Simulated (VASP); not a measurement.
Input of a VASP 6.6.1 run:

INCAR

```
PREC = Accurate ; ENCUT = 520
EDIFF = 1E-7 ; ISMEAR = 0
SIGMA = 0.15 ; LREAL = F
LASPH = T ; NELM = 80
ALGO = Normal ; ISIF = 2
LWAVE = F ; LCHARG = F
GGA = PE ; IVDW = 12
NBANDS = 14
```

The input KPOINTS:

```
regular mesh
0
Gamma
  18 18 4
```

File POSCAR:

```
Al
1.0
    2.6568000000      0.0000000000      0.0000000000
   -1.3284000000      2.3008562928      0.0000000000
    0.0000000000      0.0000000000     10.0395000000
Al
4
Direct
    0.0000000000      0.0000000000      0.0000000000
    0.3333333333      0.6666666667      0.2500000000
    0.0000000000      0.0000000000      0.5000000000
    0.6666666667      0.3333333333      0.7500000000
```

Potentials or basis: VASP PAW PBE potentials, release 64 (Al).

Run with:

```console
$ cat potpaw_PBE.64/Al/POTCAR > POTCAR
$ mpirun -np 1 vasp_std > vasp.out
```

(1) What does it give for the pressure?

(2) Predict the band gap on the k mesh.

(3) What does it give for the dispersion energy per atom?

Results:

(1) 5.9 GPa.

(2) zero (band 6 reaches 11.45 eV, above the bottom of band 7 at 7.50 eV).

(3) -0.363 eV.

Caveat: pairwise dispersion overbinds metals, which lowers pressure and volume.
